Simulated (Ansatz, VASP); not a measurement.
One calculation of Pd, two programs

```
Pd
1.0
     0.00000    1.97787    1.97787
     1.97787    0.00000    1.97787
     1.97787    1.97787    0.00000
Pd
1
Direct
  0.00000 0.00000 0.00000
```

Alike in both runs: task single point; functional PBE; k mesh 14 × 14 × 14; occupations gaussian, width 0.05 eV; no spin polarisation.

|  | VASP | Ansatz |
| --- | --- | --- |
| version | VASP 6.6.1 | Ansatz 0.2.0 |
| potentials or method | VASP PAW PBE potentials, release 64 (Pd), cutoff 520 eV | scalar-relativistic, plane waves, PAW |
| valence electrons in the cell | 10 | 18 |

VASP gave:

```
gap on the k mesh at the Fermi level (eV) : none
pressure (GPa)                            : -1.7
```

Which values does Ansatz return?

gap on the k mesh at the Fermi level (eV): none; pressure (GPa): -1.5.

A gap of «none» marks a metal or a gap that the smearing closes. With one functional, cell and mesh, what is left measures potentials, basis and numerics. VASP's potentials hold 10 valence electrons a cell and Ansatz's 18, so a difference there can come from the potentials and not from the codes.
